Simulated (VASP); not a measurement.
Crystal: Ge.

```
Ge
1.0
     2.74915    0.00000    0.00000
     0.00000    2.74915    0.00000
     0.00000    0.00000    2.74915
Ge
1
Cartesian
  0.0000 0.0000 0.0000
```

- Program: VASP 6.6.1
- Task: relaxation of cell and atoms
- Functional: PBE
- Potentials or basis: VASP PAW PBE potentials, release 64 (Ge_d)
- Cutoff: 500 eV
- k mesh: 11 × 11 × 11
- Occupations: fermi-dirac, width 0.1 eV
- Spin: no spin polarisation

At the start: pressure -2.5 GPa; volume 20.78 Å³/atom.

How do energy, volume and symmetry change on relaxing?

Over 3 steps the energy falls by 6.2 meV/atom and the volume is 19.99 Å³/atom (-3.8 %); space group Pm-3m (No. 221, to 0.05 Å).

The path:
```tsv
step	energy change (eV)	largest force (eV/Å)	pressure (GPa)	volume (Å³)
1	0.0000	0.0000	-2.51	20.78
2	-0.0059	0.0000	0.56	19.81
3	-0.0062	0.0000	0.01	19.99
```

Final structure:
```
Ge
1.0
     2.71378    0.00000    0.00000
     0.00000    2.71378    0.00000
     0.00000    0.00000    2.71378
Ge
1
Direct
  0.00000 0.00000 0.00000
```
